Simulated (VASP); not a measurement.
# HfB2 (P6/mmm) in VASP: further runs

HfB2 is run at these levels: LDA; tasks: single point.

Everything below comes from runs of VASP 6.6.1. Logs are shortened: lines on timing, memory, paths and dates and some standing lists are left out, and cuts for length are marked.

**1. The cell of the first run**

It takes space group P6/mmm (No. 191, hexagonal). Conventional cell: a = 3.084 Å, b = 3.084 Å, c = 3.396 Å, α = 90.00°, β = 90.00°, γ = 120.00°. Hf (site symmetry 6/mmm) has 12 B at 2.46 Å and 6 Hf at 3.08 Å within 3.2 Å. Within 2.4 Å of B (site symmetry -6m2) lie 3 B at 1.78 Å.

**2. Single point, LDA**

Contents of INCAR:

```
ALGO     = Normal         # electronic algorithm
EDIFF    = 1E-6           # SCF threshold, eV
ENCUT    = 500            # plane-wave cutoff, eV
GGA_COMPAT= False        
ISIF     = 2              # what is computed and relaxed
ISMEAR   = 0              # smearing method
LASPH    = True           # aspherical terms in the spheres
LCHARG   = True           # write CHGCAR
LELF     = True           # ELF
LREAL    = False          # projectors in reciprocal space
LVHAR    = True         
LWAVE    = False          # write WAVECAR
NBANDS   = 15             # bands
NELM     = 120            # most SCF steps
PREC     = Accurate       # precision mode
SIGMA    = 0.05           # smearing width, eV
```

Contents of KPOINTS:

```
k-points
0
Gamma
  8 8 7
```

Contents of POSCAR:

```
HfB2
1.0
    3.0835181591      0.0000000000      0.0000000000
   -1.5417590795      2.6704050588      0.0000000000
    0.0000000000      0.0000000000      3.3960306777
Hf B
1 2
Direct
    0.0000000000      0.0000000000      0.0000000000
    0.3333333333      0.6666666667      0.5000000000
    0.6666666667      0.3333333333      0.5000000000
```

Potentials or basis: VASP PAW LDA potentials, release 64 (Hf_pv, B).

The run is started by

```
$ cat potpaw_LDA.64/Hf_pv/POTCAR potpaw_LDA.64/B/POTCAR > POTCAR
$ mpirun -np 1 vasp_std > vasp.out
```

OUTCAR:

```text
EDIFF = 1E-6
   ENCUT = 500
   ISIF = 2
   ISMEAR = 0
   LASPH = True
   LREAL = False
   NELM = 120
   PREC = Accurate

 ion  position               nearest neighbor table
   1  0.000  0.000  0.000-   2 2.46   3 2.46   2 2.46   3 2.46   2 2.46   2 2.46   3 2.46   3 2.46
                             3 2.46   3 2.46   2 2.46   2 2.46
   2  0.333  0.667  0.500-   3 1.78   3 1.78   3 1.78   1 2.46   1 2.46   1 2.46   1 2.46   1 2.46
                             1 2.46
   3  0.667  0.333  0.500-   2 1.78   2 1.78   2 1.78   1 2.46   1 2.46   1 2.46   1 2.46   1 2.46
                             1 2.46

  LATTYP: Found a hexagonal cell.
 ALAT       =     3.0835181591
 C/A-ratio  =     1.1013493362

  Lattice vectors:

 A1 = (   3.0835181591,   0.0000000000,   0.0000000000)
 A2 = (  -1.5417590795,   2.6704050588,   0.0000000000)
 A3 = (   0.0000000000,   0.0000000000,   3.3960306777)

Analysis of symmetry for initial positions (statically):
=====================================================================
 Subroutine PRICEL returns:
 Original cell was already a primitive cell.

 Routine SETGRP: Setting up the symmetry group for a
 hexagonal supercell.

 Subroutine GETGRP returns: Found 24 space group operations
 (whereof 24 operations were pure point group operations)
 out of a pool of 24 trial point group operations.

The static configuration has the point symmetry D_6h.

Analysis of symmetry for dynamics (positions and initial velocities):
=====================================================================
 Subroutine PRICEL returns:
 Original cell was already a primitive cell.

 Routine SETGRP: Setting up the symmetry group for a
 hexagonal supercell.

 Subroutine GETGRP returns: Found 24 space group operations
 (whereof 24 operations were pure point group operations)
 out of a pool of 24 trial point group operations.

The dynamic configuration has the point symmetry D_6h.

 Subroutine INISYM returns: Found 24 space group operations
 (whereof 24 operations are pure point group operations),
 and found     1 'primitive' translations

----------------------------------------------------------------------------------------

                                     Primitive cell

  volume of cell :      27.9637

  direct lattice vectors                    reciprocal lattice vectors
     3.083518159  0.000000000  0.000000000     0.324304884  0.187237512  0.000000000
    -1.541759080  2.670405059  0.000000000     0.000000000  0.374475025  0.000000000
     0.000000000  0.000000000  3.396030678     0.000000000  0.000000000  0.294461415

  length of vectors
     3.083518159  3.083518159  3.396030678     0.374475025  0.374475025  0.294461415

  position of ions in fractional coordinates (direct lattice)
     0.000000000  0.000000000  0.000000000
     0.333333333  0.666666667  0.500000000
     0.666666667  0.333333333  0.500000000

  ion indices of the primitive-cell ions
   primitive index   ion index
                 1           1
                 2           2
                 3           3

----------------------------------------------------------------------------------------

 KPOINTS: k-points

Automatic generation of k-mesh.
 Grid dimensions read from file:
 generate k-points for:    8    8    7

 Generating k-lattice:

  Cartesian coordinates                     Fractional coordinates (reciprocal lattice)
     0.040538111  0.023404689  0.000000000     0.125000000  0.000000000  0.000000000
     0.000000000  0.046809378  0.000000000     0.000000000  0.125000000  0.000000000
     0.000000000  0.000000000  0.042065916     0.000000000  0.000000000  0.142857143

  Length of vectors
     0.046809378  0.046809378  0.042065916

  Shift w.r.t. Gamma in fractional coordinates (k-lattice)
     0.000000000  0.000000000  0.000000000

 Subroutine IBZKPT returns following result:
 ===========================================

 Found     40 irreducible k-points:

 Following reciprocal coordinates:
            Coordinates               Weight
  0.000000  0.000000  0.000000      1.000000
  0.125000  0.000000  0.000000      6.000000
  0.250000  0.000000  0.000000      6.000000
  0.375000 -0.000000  0.000000      6.000000
  0.500000  0.000000  0.000000      3.000000
  0.125000  0.125000  0.000000      6.000000
[... 16 lines left out ...]
  0.250000  0.000000  0.285714     12.000000
  0.375000 -0.000000  0.285714     12.000000
 [... further k-points ...]
   k-points           NKPTS =     40   k-points in BZ     NKDIM =     40   number of bands    NBANDS=     15
   number of dos      NEDOS =    301   number of ions     NIONS =      3
   total plane-waves  NPLWV =  16128
   dimension x,y,z NGX =    24 NGY =   24 NGZ =   28
   dimension x,y,z NGXF=    48 NGYF=   48 NGZF=   56
   ions per type =               1   2
   NGX,Y,Z   is equivalent  to a cutoff of  12.94, 12.94, 13.71 a.u.
   NGXF,Y,Z  is equivalent  to a cutoff of  25.88, 25.88, 27.41 a.u.
 SYSTEM =  unknown system
   PREC   = accura    normal or accurate (medium, high low for compatibility)
   ISTART =      0    job   : 0-new  1-cont  2-samecut
   ICHARG =      2    charge: 1-file 2-atom 10-const
   ISPIN  =      1    spin polarized calculation?
   LNONCOLLINEAR =      F non collinear calculations
   LSORBIT =      F    spin-orbit coupling
   LASPH  =      T    aspherical Exc in radial PAW
   ENCUT  =  500.0 eV  36.75 Ry    6.06 a.u.   5.62  5.62  6.19*2*pi/ulx,y,z
   NELM   =    120;   NELMIN=  2; NELMDL= -5     # of ELM steps
   EDIFF  = 0.1E-05   stopping-criterion for ELM
   LREAL  =      F    real-space projection
   EDIFFG = 0.1E-04   stopping-criterion for IOM
   NSW    =      0    number of steps for IOM
   IBRION =     -1    ionic relax: 0-MD 1-quasi-New 2-CG
   NFREE  =      0    steps in history (QN), initial steepest desc. (CG)
   ISIF   =      2    stress and relaxation
   ISYM   =      2    0-nonsym 1-usesym 2-fastsym
   POTIM  = 0.5000    time-step for ionic-motion
   TEBEG  =    0.0;   TEEND  =   0.0 temperature during run
   PSTRESS=    0.0 pullay stress
   NELECT =      16.0000    total number of electrons
   NUPDOWN=      -1.0000    fix difference up-down
   EMIN   =  10.00;   EMAX   =-10.00  energy-range for DOS
   EFERMI =   0.00;   METHOD = LEGACY
   ISMEAR =     0;   SIGMA  =   0.05  broadening in eV -4-tet -1-fermi 0-gaus
   EFERMI_NEDOS =   21; number of points for ismear=-14 and -15
   IALGO  =     38    algorithm
   IMIX   =      4    mixing-type and parameters
     AMIX     =   0.40;   BMIX     =  1.00
     AMIX_MAG =   1.60;   BMIX_MAG =  1.00
  volume/ion in A,a.u.               =       9.32        62.90
  Fermi-wavevector in a.u.,A,eV,Ry     =   1.359095  2.568317 25.131846  1.847139
  Thomas-Fermi vector in A             =   2.485872
   LORBIT       =      0    0 simple, 1 ext, 2 COOP (PROOUT), +10 PAW based schemes
   GGA     = CA    functional components
   LHFCALC =     F    Hartree Fock is set to
   AEXX    =    0.0000 exact exchange contribution
   IVDW    =     0    specifies the selected vdW correction
   LEPSILON=     F    determine dielectric tensor
   LRPA    =     F    only Hartree local field effects (RPA)
 non-spin polarized calculation
 Gauss-broadening in eV      SIGMA  =   0.05
  energy-cutoff  :      500.00
  volume of cell :       27.96
 maximum number of plane-waves:       733
 NGX is ok and might be reduce to    24
   NGX = 11   NGY = 11   NGZ = 13

 number of electron      16.0000001 magnetization

 Free energy of the ion-electron system (eV)
  ---------------------------------------------------
  ext. energy  EPLUGINS =         0.00000000
  ---------------------------------------------------
  free energy    TOTEN  =       -28.93720239 eV

  energy without entropy =      -28.93649755  energy(sigma->0) =      -28.93684997

 E-fermi :   8.4026     XC(G=0): -13.0066

 val. band max:        7.9594457260   @ k =   0.1250   0.0000   0.4286
 cond. band min:       8.4181917950   @ k =   0.3750   0.1250   0.0000
 fundamental gap:      0.4587460690
 Fermi energy:         8.4026449644

 k-point     1 :       0.0000    0.0000    0.0000
  band No.  band energies     occupation
      1     -22.1378      2.00000
      2     -21.5451      2.00000
      3     -21.5451      2.00000
      4      -5.7413      2.00000
      5       5.0220      2.00000
      6       5.0962      2.00000
      7       5.0962      2.00000
      8       5.5541      2.00000
      9      12.4046      0.00000
     10      12.4046      0.00000
     11      13.1456      0.00000
     12      13.1456      0.00000
     13      13.4112      0.00000
     14      13.4112      0.00000
     15      13.6904      0.00000

 k-point     2 :       0.1250    0.0000    0.0000
  band No.  band energies     occupation
      1     -22.1133      2.00000
      2     -21.6934      2.00000
      3     -21.5777      2.00000
      4      -5.3867      2.00000
      5       4.2477      2.00000
      6       5.1002      2.00000
      7       5.2135      2.00000
      8       5.3531      2.00000
      9      11.3200      0.00000
     10      12.1411      0.00000
     11      12.1633      0.00000
     12      12.7864      0.00000
     13      14.3791      0.00000
     14      15.1605      0.00000
     15      15.4227      0.00000

 k-point     3 :       0.2500    0.0000    0.0000
  band No.  band energies     occupation
      1     -22.0539      2.00000
      2     -22.0356      2.00000
      3     -21.6554      2.00000
      4      -4.4185      2.00000
      5       2.5164      2.00000
      6       4.5602      2.00000
      7       5.0000      2.00000
      8       5.7782      2.00000
      9      10.4434      0.00000
     10      11.6450      0.00000
     11      12.1478      0.00000
     12      12.2909      0.00000
     13      14.8382      0.00000
     14      16.2767      0.00000
     15      17.8299      0.00000
[... 343 lines left out ...]
 k-point    23 :       0.2500    0.0000    0.2857
  band No.  band energies     occupation
      1     -22.2683      2.00000
      2     -22.0062      2.00000
      3     -21.6344      2.00000
      4      -3.4724      2.00000
      5       1.9642      2.00000
      6       3.4545      2.00000
      7       4.4728      2.00000
      8       6.4393      2.00000
      9       9.7747      0.00000
     10      10.6287      0.00000
     11      13.5681      0.00000
     12      13.8510      0.00000
     13      14.8567      0.00000
     14      17.3569      0.00000
     15      18.5115      0.00000

 k-point    24 :       0.3750   -0.0000    0.2857
  band No.  band energies     occupation
      1     -22.3242      2.00000
      2     -22.1938      2.00000
      3     -21.7083      2.00000
      4      -2.5554      2.00000
      5       0.4818      2.00000
      6       3.7624      2.00000
      7       4.1387      2.00000
      8       5.3842      2.00000
      9      10.0918      0.00000
     10      12.4190      0.00000
     11      14.1739      0.00000
     12      14.7178      0.00000
     13      15.3859      0.00000
     14      17.7896      0.00000
     15      20.2622      0.00000

 [... further k-points ...]
[... 5 lines left out ...]
  --------------------------------------------------------------------------------------
  -------------------------------------------------------------------------------------
  Total        1.1437592      1.1437592      1.1737675      0.0000000     -0.0000000     -0.0000000
  in kB       65.5314749     65.5314749     67.2507914      0.0000000     -0.0000000     -0.0000000
  external PRESSURE =      66.1045804 kB  Pullay stress =       0.0000000 kB

 VOLUME and BASIS-vectors are now :
 -----------------------------------------------------------------------------
  energy-cutoff  :      500.00
  volume of cell :       27.96
      direct lattice vectors                 reciprocal lattice vectors
     3.083518159  0.000000000  0.000000000     0.324304884  0.187237512  0.000000000
    -1.541759080  2.670405059  0.000000000     0.000000000  0.374475025  0.000000000
     0.000000000  0.000000000  3.396030678     0.000000000  0.000000000  0.294461415

 POSITION                                       TOTAL-FORCE (eV/Angst)
 -----------------------------------------------------------------------------------
      0.00000      0.00000      0.00000        -0.000000      0.000000      0.000000
     -0.00000      1.78027      1.69802         0.000000     -0.000000      0.000000
      1.54176      0.89014      1.69802        -0.000000      0.000000      0.000000
 -----------------------------------------------------------------------------------
    total drift:                               -0.000000      0.000000      0.000000

  FREE ENERGIE OF THE ION-ELECTRON SYSTEM (eV)
  ---------------------------------------------------
  free  energy   TOTEN  =       -28.9372023896 eV

  energy  without entropy=      -28.9364975475  energy(sigma->0) =      -28.93684997
```

Run time: 7.7 s. Hardware: 1 thread of Intel Xeon 6975P-C (Granite Rapids), shared host; peak memory 0.14 GiB.

What came out:

| Property | Result |
| --- | --- |
| Free energy | -28.9372 eV |
| Pressure | 6.6 GPa |
| Band gap on the k mesh | zero (band 8 reaches 8.80 eV, above the bottom of band 9 at 8.42 eV) |

Caveat: spin-orbit coupling is left out, which moves the levels of the heavy elements.

(Continued in part 2 of 2.)
